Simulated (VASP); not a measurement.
Here is a VASP 6.6.1 calculation.

The input POSCAR:

```
BAs
1.0
    0.0000000000      2.3885000000      2.3885000000
    2.3885000000      0.0000000000      2.3885000000
    2.3885000000      2.3885000000      0.0000000000
B As
1 1
Direct
    0.0000000000      0.0000000000      0.0000000000
    0.2500000000      0.2500000000      0.2500000000
```

File INCAR.step1:

```
ALGO = Normal
EDIFF = 1E-4
ENCUT = 600
GGA = PE
ISMEAR = 0
LASPH = True
LCHARG = False
LREAL = False
LWAVE = True
NELM = 100
PREC = Accurate
SIGMA = 0.01
```

INCAR.step2

```
ALGO = Normal
EDIFF = 1E-6
EDIFFG = -0.05
ENCUT = 600
IBRION = 2
ISIF = 3
ISMEAR = 0
ISTART = 1
LASPH = True
LCHARG = False
LMIXTAU = True
LREAL = False
LWAVE = False
METAGGA = R2SCAN
NELM = 100
NSW = 80
PREC = Accurate
SIGMA = 0.01
```

KPOINTS

```
k-points
0
Gamma
  8 8 8
```

Potentials or basis: VASP PAW PBE potentials, release 64 (B, As).

Run with:

```bash
$ cat potpaw_PBE.64/B/POTCAR potpaw_PBE.64/As/POTCAR > POTCAR
$ cp INCAR.step1 INCAR
$ mpirun -np 1 vasp_std > vasp.out
$ cp INCAR.step2 INCAR
$ mpirun -np 1 vasp_std > vasp.out
```

Q: What does it give for the space group after relaxing (to 0.05 Å)?

A: F-43m (No. 216).

Q: What does it give for the band gap on the k mesh?

A: 1.39 eV, indirect (least direct gap 3.44 eV).

Q: Estimate the relaxed cell.

A: a = 3.384 Å, b = 3.384 Å, c = 3.384 Å, α = 60.00°, β = 60.00°, γ = 60.00°.

Q: What does it give for the relaxed volume?

A: 13.71 Å³/atom.

The path:
```csv
step,energy change (eV),largest force (eV/Å),pressure (GPa),volume (Å³)
1,0.0000,0.0000,0.86,27.25
2,-0.0002,0.0000,-0.65,27.54
3,-0.0004,0.0000,0.01,27.41
```

Caveat: the PAW data sets were made with another functional, which shifts forces and pressure a little. Zero-point motion and thermal expansion aren't in these numbers.
